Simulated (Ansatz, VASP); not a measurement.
## Ag: VASP beside Ansatz

```
CELL_PARAMETERS angstrom
-3.68963 3.68963 3.68963
3.68963 -3.68963 3.68963
3.68963 3.68963 -3.68963
ATOMIC_POSITIONS crystal
Ag 0.21613 0.21613 0.21613
Ag 0.50000 0.00000 0.28387
Ag 0.28387 0.50000 0.00000
Ag 0.00000 0.28387 0.50000
Ag 0.78387 0.78387 0.78387
Ag 0.50000 0.00000 0.71613
Ag 0.71613 0.50000 0.00000
Ag 0.00000 0.71613 0.50000
```

Alike in both runs: functional PBE; k mesh 8 × 8 × 8; occupations gaussian, width 0.1 eV; no spin polarisation.

Ansatz relaxed the structure, and its values are those at the end. VASP's run is a single point on that final structure, the one shown.

|  | VASP | Ansatz |
| --- | --- | --- |
| version | VASP 6.6.1 | Ansatz 0.2.0 |
| potentials or method | VASP PAW PBE potentials, release 64 (Ag), cutoff 520 eV | scalar-relativistic, plane waves, PAW |
| valence electrons in the cell | 88 | 152 |

|  | VASP | Ansatz | Ansatz less VASP |
| --- | --- | --- | --- |
| gap on the k mesh at the Fermi level (eV) | none | none | - |
| pressure (GPa) | -0.1 | 0.0 | +0.06 |

A gap of «none» marks a metal or a gap that the smearing closes. VASP's potentials hold 88 valence electrons a cell and Ansatz's 152, so a difference there can come from the potentials and not from the codes.
